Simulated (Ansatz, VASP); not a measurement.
## Two plane-wave programs on Au

Contents of INCAR:

```
SYSTEM = Au
ALGO = Fast ; EDIFF = 1E-7
ENCUT = 520 ; GGA = PE
ISIF = 2 ; ISMEAR = -1
LASPH = .True. ; LCHARG = .True.
LELF = .True. ; LREAL = .False.
LVHAR = .True. ; LWAVE = .False.
NBANDS = 18 ; NELM = 60
PREC = Accurate ; SIGMA = 0.05
```

The input KPOINTS:

```
k-points
0
Gamma
  11 11 6
  0 0 0
```

The input POSCAR:

```
Au
1.0
    1.4298819627     -2.5895675798      0.0000000000
    1.4298819627      2.5895675798      0.0000000000
    0.0000000000      0.0000000000      4.9575608049
Au
2
Direct
    0.3346720300      0.6653279700      0.2500000000
    0.6653279700      0.3346720300      0.7500000000
```

input.yaml

```yaml
crystal:
  lattice:
    - [1.4298819627, -2.5895675798, 0.0]
    - [1.4298819627, 2.5895675798, 0.0]
    - [0.0, 0.0, 4.9575608049]
  atoms:
    - { symbol: Au, position: [0.33467203, 0.66532797, 0.25] }
    - { symbol: Au, position: [0.66532797, 0.33467203, 0.75] }
hamiltonian:
  xc: pbe
  pseudopotentials: { kind: paw }
kpoints:
  mp_grid: { grid: [11, 11, 6] }
scf:
  occupations: { method: fermi_dirac, width: 0.05 }
output:
  forces: true
  stress: true
  eigenvalues: true
```

Alike in both runs: task single point; functional PBE; k mesh 11 × 11 × 6; occupations fermi-dirac, width 0.05 eV; no spin polarisation.

|  | VASP | Ansatz |
| --- | --- | --- |
| version | VASP 6.6.1 | Ansatz 0.2.0 |
| potentials or method | VASP PAW PBE potentials, release 64 (Au) | Ansatz PAW |
| plane-wave cutoff (eV) | 520 | 420 |
| valence electrons in the cell | 22 | 38 |

Ansatz gave:

```
gap on the k mesh at the Fermi level (eV)                     : none
pressure (GPa)                                                : -2.3
traceless stress, the component that is largest in VASP (GPa) : 2.26
rms of the force components (eV/Å)                            : 0.006
```

Problem. What did VASP give for the same quantities?

Solution. gap on the k mesh at the Fermi level (eV): none; pressure (GPa): -2.5; traceless stress, the component that is largest in VASP (GPa): 2.25; rms of the force components (eV/Å): 0.006.

Atom by atom the forces differ by 0.001 eV/Å (rms over components). A gap of «none» marks a metal or a gap that the smearing closes. With one functional, cell and mesh, what is left measures potentials, basis and numerics. VASP's potentials hold 22 valence electrons a cell and Ansatz's 38, so a difference there can come from the potentials and not from the codes.

Neither program's run includes spin-orbit coupling.
